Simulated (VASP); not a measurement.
# CrCuO2 (R-3m) in VASP: notebook

Runs on CrCuO2. Level: PBE+U. Tasks: single point.

Program: VASP 6.6.1. These are calculated values, not measurements. Logs are shortened: lines on timing, memory, paths and dates and some standing lists are left out, and cuts for length are marked.

**1. The cell of the first run**

Symmetry: R-3m, No. 166, trigonal system. Conventional cell: a = 2.973 Å, b = 2.973 Å, c = 17.100 Å, α = 90.00°, β = 90.00°, γ = 120.00°. Cu (site symmetry -3m) has 2 O at 1.85 Å within 2.4 Å. O (site symmetry 3m) has 1 Cu at 1.85 Å and 3 Cr at 1.99 Å within 2.4 Å. Within 2.6 Å of Cr (site symmetry -3m) lie 6 O at 1.99 Å.

**2. Single point, PBE+U, collinear spin, ferromagnetic start**

INCAR reads:

```
SYSTEM = CrCuO2
  ALGO = Normal
  EDIFF = 1E-6
  ENCUT = 600
  GGA = PE
  GGA_COMPAT = .FALSE.
  ISIF = 2
  ISMEAR = -1
  ISPIN = 2
  LASPH = .TRUE.
  LCHARG = .TRUE.
  LDAU = .TRUE.
  LDAUJ = 0 0 0
  LDAUL = 2 -1 2
  LDAUPRINT = 1
  LDAUTYPE = 2
  LDAUU = 6.7 0 5.8
  LELF = .TRUE.
  LMAXMIX = 4
  LORBIT = 11
  LREAL = .FALSE.
  LVHAR = .TRUE.
  LWAVE = .FALSE.
  MAGMOM = 1 0 0 3
  NBANDS = 30
  NELM = 200
  PREC = Accurate
  SIGMA = 0.02
```

KPOINTS reads:

```
k-points
0
G
  8 8 8
  0 0 0
```

POSCAR reads:

```
CrCuO2
1.0
    1.4867000100      0.8583466500      5.7000000000
   -1.4867000100      0.8583466500      5.7000000000
    0.0000000000     -1.7166933100      5.7000000000
Cu O Cr
1 2 1
Direct
    0.0000000000      0.0000000000      0.0000000000
    0.1079200000      0.1079200000      0.1079200000
    0.8920800000      0.8920800000      0.8920800000
    0.5000000000      0.5000000000      0.5000000000
```

Potentials or basis: VASP PAW PBE potentials, release 64 (Cu, O, Cr_pv).

Run with:

```
> cat potpaw_PBE.64/Cu/POTCAR potpaw_PBE.64/O/POTCAR potpaw_PBE.64/Cr_pv/POTCAR > POTCAR
> mpirun -np 1 vasp_std > vasp.out
```

OUTCAR:

```text
SYSTEM = CrCuO2
   EDIFF = 1E-6
   ENCUT = 600
   GGA = PE
   ISIF = 2
   ISMEAR = -1
   ISPIN = 2
   LASPH = .TRUE.
   LORBIT = 11
   LREAL = .FALSE.
   NELM = 200
   PREC = Accurate

 ion  position               nearest neighbor table
   1  0.000  0.000  0.000-   2 1.85   3 1.85
   2  0.108  0.108  0.108-   1 1.85   4 1.99   4 1.99   4 1.99
   3  0.892  0.892  0.892-   1 1.85   4 1.99   4 1.99   4 1.99
   4  0.500  0.500  0.500-   2 1.99   2 1.99   3 1.99   3 1.99   2 1.99   3 1.99

  LATTYP: Found a trigonal (rhomboedric) cell.
 ALAT       =     5.9529014683
 COS(alpha) =     0.8752561058

  Lattice vectors:

 A1 = (   1.4867000100,   0.8583466500,   5.7000000000)
 A2 = (  -1.4867000100,   0.8583466500,   5.7000000000)
 A3 = (   0.0000000000,  -1.7166933100,   5.7000000000)

Analysis of symmetry for initial positions (statically):
=====================================================================
 Subroutine PRICEL returns:
 Original cell was already a primitive cell.

 Routine SETGRP: Setting up the symmetry group for a
 trigonal (rhombohedral) supercell.

 Subroutine GETGRP returns: Found 12 space group operations
 (whereof 12 operations were pure point group operations)
 out of a pool of 12 trial point group operations.

The static configuration has the point symmetry D_3d.

Analysis of symmetry for dynamics (positions and initial velocities):
=====================================================================
 Subroutine PRICEL returns:
 Original cell was already a primitive cell.

 Routine SETGRP: Setting up the symmetry group for a
 trigonal (rhombohedral) supercell.

 Subroutine GETGRP returns: Found 12 space group operations
 (whereof 12 operations were pure point group operations)
 out of a pool of 12 trial point group operations.

The dynamic configuration has the point symmetry D_3d.

Analysis of structural, dynamic, and magnetic symmetry:
=====================================================================
[... 213 lines left out ...]
  o =  0.2055  v =  0.0000  0.0000  0.0000  0.0000  0.0000  0.6451  0.0000 -0.0000 -0.7641  0.0000      0.0000  0.0000  0.0000  0.0000  0.0000  0.0000  0.0000  0.0000  0.0000  0.0000
  o =  0.2055  v =  0.0000  0.0000  0.0000  0.0000  0.0000  0.0000 -0.7641  0.0000  0.0000  0.6451      0.0000  0.0000  0.0000  0.0000  0.0000  0.0000  0.0000  0.0000  0.0000  0.0000
  o =  0.3012  v =  0.6060  0.0000 -0.0000 -0.7955 -0.0000  0.0000  0.0000  0.0000  0.0000  0.0000      0.0000  0.0000  0.0000  0.0000  0.0000  0.0000  0.0000  0.0000  0.0000  0.0000
  o =  0.3012  v =  0.0000 -0.7955 -0.0000 -0.0000  0.6060  0.0000  0.0000  0.0000  0.0000  0.0000      0.0000  0.0000  0.0000  0.0000  0.0000  0.0000  0.0000  0.0000  0.0000  0.0000
  o =  0.9604  v =  0.0000  0.0000 -1.0000  0.0000  0.0000  0.0000  0.0000  0.0000  0.0000  0.0000      0.0000  0.0000  0.0000  0.0000  0.0000  0.0000  0.0000  0.0000  0.0000  0.0000
  o =  0.9629  v = -0.7955  0.0000 -0.0000 -0.6060 -0.0000  0.0000  0.0000  0.0000  0.0000  0.0000      0.0000  0.0000  0.0000  0.0000  0.0000  0.0000  0.0000  0.0000  0.0000  0.0000
  o =  0.9629  v =  0.0000 -0.6060 -0.0000 -0.0000 -0.7955  0.0000  0.0000  0.0000  0.0000  0.0000      0.0000  0.0000  0.0000  0.0000  0.0000  0.0000  0.0000  0.0000  0.0000  0.0000

 number of electron      34.9999996 magnetization       3.0000202

 Free energy of the ion-electron system (eV)
  ---------------------------------------------------
  ext. energy  EPLUGINS =         0.00000000
  ---------------------------------------------------
  free energy    TOTEN  =       -23.79213039 eV

  energy without entropy =      -23.79213039  energy(sigma->0) =      -23.79213039

 E-fermi :   5.5529     XC(G=0): -11.5088

 val. band max:        4.9354702557   @ k =  -0.3750   0.3750   0.0000
 cond. band min:       7.4836048792   @ k =   0.3750   0.3750   0.1250
 fundamental gap:      2.5481346235
 Fermi energy:         5.5528765767

 spin component 1

 k-point     1 :       0.0000    0.0000    0.0000
  band No.  band energies     occupation
      1     -39.0703      1.00000
      2     -39.0314      1.00000
      3     -39.0314      1.00000
      4     -14.1776      1.00000
      5     -12.5688      1.00000
      6      -2.7533      1.00000
[... 1529 lines left out ...]
     28      20.7192      0.00000
     29      20.9153      0.00000

 [... further k-points ...]

 [bands above 29 left out]

------------------------ aborting loop because EDIFF is reached ----------------------------------------

  FORCE on cell =-STRESS in cart. coord.  units (eV):
  Direction    XX          YY          ZZ          XY          YZ          ZX
  --------------------------------------------------------------------------------------
  -------------------------------------------------------------------------------------
  Total        3.4668301      3.4668301      1.8866508      0.0000000     -0.0000000      0.0000000
  in kB      127.2714434    127.2714441     69.2611890      0.0000000     -0.0000000      0.0000000
  external PRESSURE =     107.9346922 kB  Pullay stress =       0.0000000 kB

 VOLUME and BASIS-vectors are now :
 -----------------------------------------------------------------------------
  energy-cutoff  :      600.00
  volume of cell :       43.64
      direct lattice vectors                 reciprocal lattice vectors
     1.486700010  0.858346650  5.700000000     0.336315327  0.194171744  0.058479532
    -1.486700010  0.858346650  5.700000000    -0.336315327  0.194171744  0.058479532
     0.000000000 -1.716693310  5.700000000     0.000000000 -0.388343488  0.058479532

 POSITION                                       TOTAL-FORCE (eV/Angst)
 -----------------------------------------------------------------------------------
      0.00000      0.00000      0.00000         0.000000      0.000000      0.000000
      0.00000     -0.00000      1.84543         0.000000      0.000000     -0.745704
      0.00000     -0.00000     15.25457         0.000000     -0.000000      0.745704
      0.00000     -0.00000      8.55000         0.000000      0.000000      0.000000
 -----------------------------------------------------------------------------------
    total drift:                                0.000000      0.000000     -0.000000

  FREE ENERGIE OF THE ION-ELECTRON SYSTEM (eV)
  ---------------------------------------------------
  free  energy   TOTEN  =       -23.7921303934 eV

  energy  without entropy=      -23.7921303934  energy(sigma->0) =      -23.79213039

 total charge

# of ion       s       p       d       tot
------------------------------------------
    1        0.399   0.295   9.448  10.142
    2        1.548   3.534   0.000   5.082
    3        1.548   3.534   0.000   5.082
    4        0.312   6.366   3.992  10.671
--------------------------------------------------
tot          3.808  13.728  13.441  30.977

 magnetization (x)

# of ion       s       p       d       tot
------------------------------------------
    1        0.011   0.004  -0.005   0.010
    2       -0.003  -0.039   0.000  -0.043
    3       -0.003  -0.039   0.000  -0.043
    4        0.030   0.030   2.947   3.007
--------------------------------------------------
tot          0.034  -0.044   2.942   2.932
```

OSZICAR:

```text
N       E                     dE             d eps       ncg     rms          rms(c)
DAV:   1     0.389974604812E+03    0.38997E+03   -0.19603E+04  8366   0.178E+03
DAV:   2     0.139081483953E+02   -0.37607E+03   -0.34529E+03  7918   0.430E+02
DAV:   3    -0.250956265252E+02   -0.39004E+02   -0.37643E+02  9072   0.142E+02
DAV:   4    -0.261066294850E+02   -0.10110E+01   -0.10010E+01  9160   0.233E+01
DAV:   5    -0.261300364957E+02   -0.23407E-01   -0.23379E-01  8406   0.399E+00    0.236E+01
DAV:   6    -0.243242858414E+02    0.18058E+01   -0.35467E+01 10762   0.611E+01    0.187E+01
DAV:   7    -0.236320100932E+02    0.69228E+00   -0.50264E+00  9158   0.348E+01    0.100E+01
DAV:   8    -0.237454552168E+02   -0.11345E+00   -0.54781E-01  9496   0.719E+00    0.547E+00
DAV:   9    -0.237814573302E+02   -0.36002E-01   -0.89787E-02 11344   0.719E+00    0.834E-01
DAV:  10    -0.237897978801E+02   -0.83405E-02   -0.46091E-02 10416   0.255E+00    0.363E-01
DAV:  11    -0.237915321897E+02   -0.17343E-02   -0.35690E-03 10124   0.108E+00    0.199E-01
DAV:  12    -0.237920399311E+02   -0.50774E-03   -0.68106E-04 11442   0.386E-01    0.121E-01
DAV:  13    -0.237921135229E+02   -0.73592E-04   -0.19699E-04 10736   0.155E-01    0.421E-02
DAV:  14    -0.237921277740E+02   -0.14251E-04   -0.16861E-05 10274   0.554E-02    0.106E-02
DAV:  15    -0.237921296200E+02   -0.18460E-05   -0.21126E-06  7286   0.203E-02    0.533E-03
DAV:  16    -0.237921303934E+02   -0.77340E-06   -0.92523E-07  5556   0.103E-02
   1 F= -.23792130E+02 E0= -.23792130E+02  d E =-.115798E-14  mag=     3.0000
```

stdout:

```text
POSCAR found type information on POSCAR CuO Cr
 POSCAR found :  3 types and       4 ions
 scaLAPACK will be used
 LDA part: xc-table for (Slater+PW92), standard interpolation
 POSCAR, INCAR and KPOINTS ok, starting setup
 FFT: planning ... GRIDC
 FFT: planning ... GRID_SOFT
 FFT: planning ... GRID
 WAVECAR not read
 entering main loop
```

Run time: 7.1 min. Hardware: 1 thread of AMD EPYC 9R45 (Zen 5), shared host; peak memory 0.48 GiB.

Results:

| Property | Result |
| --- | --- |
| Free energy | -23.7921 eV |
| Pressure | 10.8 GPa |
| Largest force | 0.746 eV/Å |
| Band gap on the k mesh | 2.55 eV (least direct gap 3.10 eV) |
| Net moment | 3.00 μB per cell |
| Site moments | Cu +0.01; O -0.04; Cr +3.01 μB |
| Valence electrons inside the program's atomic spheres | Cu 10.14; O 5.08; Cr 10.67 |

Forces on the atoms (eV/Å):
```
Cu   0.000  0.000  0.000
O    0.000  0.000 -0.746
O    0.000  0.000  0.746
Cr   0.000  0.000  0.000
```

Eigenvalues of the final occupation matrices:
```csv
site,spin,trace,eigenvalues
site 1 d,1,4.73,0.88 0.96 0.96 0.97 0.97
site 1 d,2,4.74,0.88 0.96 0.96 0.97 0.97
site 4 d,1,3.49,0.30 0.30 0.96 0.96 0.96
site 4 d,2,0.53,0.04 0.04 0.04 0.21 0.21
```

Caveat: the stress differs along the axes, from 7 to 13 GPa; an empty level that is flat over the whole mesh can mark a ghost state of the potentials, or a narrow d or f band. A k mesh can miss the band edges.

**3. Single point, PBE+U, collinear spin, ferrimagnetic start**

INCAR reads:

```
PREC = Accurate ; ENCUT = 600
EDIFF = 1E-6 ; ISMEAR = -1
SIGMA = 0.02 ; LREAL = F
LASPH = T ; NELM = 200
ALGO = Normal ; ISIF = 2
LWAVE = F ; LCHARG = F
ISPIN = 2 ; MAGMOM = 1 0 0 -3
LORBIT = 11 ; LMAXMIX = 4
LDAU = T ; LDAUTYPE = 2
LDAUL = 2 -1 2 ; LDAUU = 6.7 0 5.8
LDAUJ = 0 0 0 ; LDAUPRINT = 1
GGA = PE ; NBANDS = 30
GGA_COMPAT = F
```

KPOINTS reads:

```
Automatic mesh
0
Gamma
  8 8 8
```

POSCAR is that of step 2.

Potentials or basis: VASP PAW PBE potentials, release 64 (Cu, O, Cr_pv).

Run with:

```
> cat potpaw_PBE.64/Cu/POTCAR potpaw_PBE.64/O/POTCAR potpaw_PBE.64/Cr_pv/POTCAR > POTCAR
> mpirun -np 1 vasp_std > vasp.out
```

OUTCAR:

```text
PREC = Accurate
   ENCUT = 600
   EDIFF = 1E-6
   ISMEAR = -1
   LREAL = F
   LASPH = T
   NELM = 200
   ISIF = 2
   ISPIN = 2
   LORBIT = 11
   GGA = PE

 ion  position               nearest neighbor table
   1  0.000  0.000  0.000-   2 1.85   3 1.85
   2  0.108  0.108  0.108-   1 1.85   4 1.99   4 1.99   4 1.99
   3  0.892  0.892  0.892-   1 1.85   4 1.99   4 1.99   4 1.99
   4  0.500  0.500  0.500-   2 1.99   2 1.99   3 1.99   3 1.99   2 1.99   3 1.99

  LATTYP: Found a trigonal (rhomboedric) cell.
 ALAT       =     5.9529014683
[... 1835 lines left out ...]
  volume of cell :       43.64
      direct lattice vectors                 reciprocal lattice vectors
     1.486700010  0.858346650  5.700000000     0.336315327  0.194171744  0.058479532
    -1.486700010  0.858346650  5.700000000    -0.336315327  0.194171744  0.058479532
     0.000000000 -1.716693310  5.700000000     0.000000000 -0.388343488  0.058479532

 POSITION                                       TOTAL-FORCE (eV/Angst)
 -----------------------------------------------------------------------------------
      0.00000      0.00000      0.00000         0.000000     -0.000000      0.000000
      0.00000     -0.00000      1.84543         0.000000      0.000000     -0.745717
      0.00000     -0.00000     15.25457         0.000000     -0.000000      0.745717
      0.00000     -0.00000      8.55000         0.000000     -0.000000     -0.000000
 -----------------------------------------------------------------------------------
    total drift:                                0.000000      0.000000     -0.000000

  FREE ENERGIE OF THE ION-ELECTRON SYSTEM (eV)
  ---------------------------------------------------
  free  energy   TOTEN  =       -23.7921303869 eV

  energy  without entropy=      -23.7921303869  energy(sigma->0) =      -23.79213039

 total charge

# of ion       s       p       d       tot
------------------------------------------
    1        0.399   0.295   9.448  10.142
    2        1.548   3.534   0.000   5.082
    3        1.548   3.534   0.000   5.082
    4        0.312   6.366   3.992  10.671
--------------------------------------------------
tot          3.808  13.728  13.441  30.977

 magnetization (x)

# of ion       s       p       d       tot
------------------------------------------
    1       -0.011  -0.004   0.005  -0.010
    2        0.003   0.039   0.000   0.043
    3        0.003   0.039   0.000   0.043
    4       -0.030  -0.030  -2.947  -3.007
--------------------------------------------------
tot         -0.034   0.044  -2.942  -2.932
```

Wall time 6.9 min (1 thread of AMD EPYC 9R45 (Zen 5), shared host); peak memory 0.49 GiB.

What came out:

```yaml
Free_energy: -23.7921 eV
Pressure: 10.8 GPa
Largest_force: 0.746 eV/Å
Band_gap_on_the_k_mesh: 2.55 eV (least direct gap 3.10 eV)
Net_moment: -3.00 μB per cell
Site_moments: Cu -0.01; O +0.04; Cr -3.01 μB
Valence_electrons_inside_the_program's_atomic_spheres: Cu 10.14; O 5.08; Cr 10.67
```

Forces in eV/Å, atoms in the order of the input:
```
Cu   0.000  0.000  0.000
O    0.000  0.000 -0.746
O    0.000  0.000  0.746
Cr   0.000  0.000  0.000
```

Stress tensor (GPa, compression positive):
```
12.71  0.00  0.00
 0.00 12.71  0.00
 0.00  0.00  6.91
```

Eigenvalues of the final occupation matrices:
```tsv
site	spin	trace	eigenvalues
site 1 d	1	4.74	0.88 0.96 0.96 0.97 0.97
site 1 d	2	4.73	0.88 0.96 0.96 0.97 0.97
site 4 d	1	0.53	0.04 0.04 0.04 0.21 0.21
site 4 d	2	3.49	0.30 0.30 0.96 0.96 0.96
```

Caveat: the stress differs along the axes, from 7 to 13 GPa. A k mesh can miss the band edges.

**4. Single point, PBE+U, collinear spin, ferromagnetic start**

INCAR reads:

```
ALGO     = Normal         # electronic algorithm
EDIFF    = 1E-6           # SCF threshold, eV
ENCUT    = 600            # plane-wave cutoff, eV
GGA      = PE             # functional
GGA_COMPAT= False        
ISIF     = 2              # what is computed and relaxed
ISMEAR   = -1             # smearing method
ISPIN    = 2              # spin polarisation
ISYM     = 0            
LASPH    = True           # aspherical terms in the spheres
LCHARG   = False          # write CHGCAR
LDAU     = True           # DFT+U
LDAUJ    = 0 0 0        
LDAUL    = 2 -1 2         # shell
LDAUPRINT= 1            
LDAUTYPE = 2            
LDAUU    = 6.7 0 5.8      # U, eV
LMAXMIX  = 4              # l up to which the mixer works
LORBIT   = 11             # projections on sites
LREAL    = False          # projectors in reciprocal space
LWAVE    = False          # write WAVECAR
MAGMOM   = 1 0 0 3        # initial moments
NBANDS   = 30             # bands
NELM     = 200            # most SCF steps
PREC     = Accurate       # precision mode
SIGMA    = 0.02           # smearing width, eV
```

KPOINTS reads:

```
k-points
0
Gamma
  8 8 8
```

POSCAR is that of step 3.

Run with:

```
> cat potpaw_PBE.64/Cu/POTCAR potpaw_PBE.64/O/POTCAR potpaw_PBE.64/Cr_pv/POTCAR > POTCAR
> mpirun -np 1 vasp_std > vasp.out
```

Wall time 18 min (1 thread of Intel Xeon 6975P-C (Granite Rapids), shared host); peak memory 0.88 GiB.

It converged, with:

```yaml
Free_energy: -23.7921 eV
Pressure: 10.8 GPa
Largest_force: 0.746 eV/Å
Band_gap_on_the_k_mesh: 2.55 eV (least direct gap 3.10 eV)
Net_moment: 3.00 μB per cell
Site_moments: Cu +0.01; O -0.04; Cr +3.01 μB
Valence_electrons_inside_the_program's_atomic_spheres: Cu 10.14; O 5.08; Cr 10.67
```

Forces in eV/Å, atoms in the order of the input:
```
Cu   0.000  0.000  0.000
O    0.000  0.000 -0.746
O    0.000  0.000  0.746
Cr   0.000  0.000  0.000
```

Stress tensor (GPa, compression positive):
```
12.73  0.00  0.00
 0.00 12.73  0.00
 0.00  0.00  6.93
```

Levels at points of the mesh, in eV from the valence-band top:
Spin up:
```tsv
k point	band 17	band 18	band 19	band 20	band 21	band 22
(0.00, 0.00, 0.00)	-1.86	-1.57	-1.57	2.99	4.26	4.26
(0.50, 0.00, 0.00)	-1.73	-1.43	-0.15	3.67	4.10	4.33
(0.00, 0.50, 0.00)	-1.73	-1.43	-0.15	3.67	4.10	4.33
(0.00, 0.00, 0.50)	-1.73	-1.43	-0.15	3.67	4.10	4.33
(0.50, 0.50, 0.00)	-1.81	-1.47	-0.04	3.65	4.23	4.26
(0.50, 0.00, 0.50)	-1.81	-1.47	-0.04	3.65	4.23	4.26
(0.00, 0.50, 0.50)	-1.81	-1.47	-0.04	3.65	4.23	4.26
(0.50, 0.50, 0.50)	-1.41	-0.73	-0.73	4.12	4.12	4.24
```
Spin down:
```
           k point  band 12  band 13  band 14  band 15  band 16  band 17  band 18  band 19  band 20  band 21
(0.00, 0.00, 0.00)    -2.60    -1.94    -1.94    -1.64    -1.64     2.79     4.80     4.80     5.62     6.16
(0.50, 0.00, 0.00)    -3.09    -2.01    -1.71    -1.43    -0.13     3.42     4.93     5.57     5.86     6.10
(0.00, 0.50, 0.00)    -3.09    -2.01    -1.71    -1.43    -0.13     3.42     4.93     5.57     5.86     6.10
(0.00, 0.00, 0.50)    -3.09    -2.01    -1.71    -1.43    -0.13     3.42     4.93     5.57     5.86     6.10
(0.50, 0.50, 0.00)    -2.74    -2.16    -2.01    -1.72    -0.30     4.26     4.36     5.49     5.63     5.93
(0.50, 0.00, 0.50)    -2.74    -2.16    -2.01    -1.72    -0.30     4.26     4.36     5.49     5.63     5.93
(0.00, 0.50, 0.50)    -2.74    -2.16    -2.01    -1.72    -0.30     4.26     4.36     5.49     5.63     5.93
(0.50, 0.50, 0.50)    -3.14    -2.60    -2.60    -0.78    -0.78     4.25     4.79     4.79     5.37     6.04
```

Eigenvalues of the final occupation matrices:
```csv
site,spin,trace,eigenvalues
site 1 d,1,4.73,0.88 0.96 0.96 0.97 0.97
site 1 d,2,4.74,0.88 0.96 0.96 0.97 0.97
site 4 d,1,3.49,0.30 0.30 0.96 0.96 0.96
site 4 d,2,0.53,0.04 0.04 0.04 0.21 0.21
```

Caveat: the stress differs along the axes, from 7 to 13 GPa; an empty level that is flat over the whole mesh can mark a ghost state of the potentials, or a narrow d or f band. The state reached can hang on the start; a lower one may exist.

(Continued in part 2 of 2.)
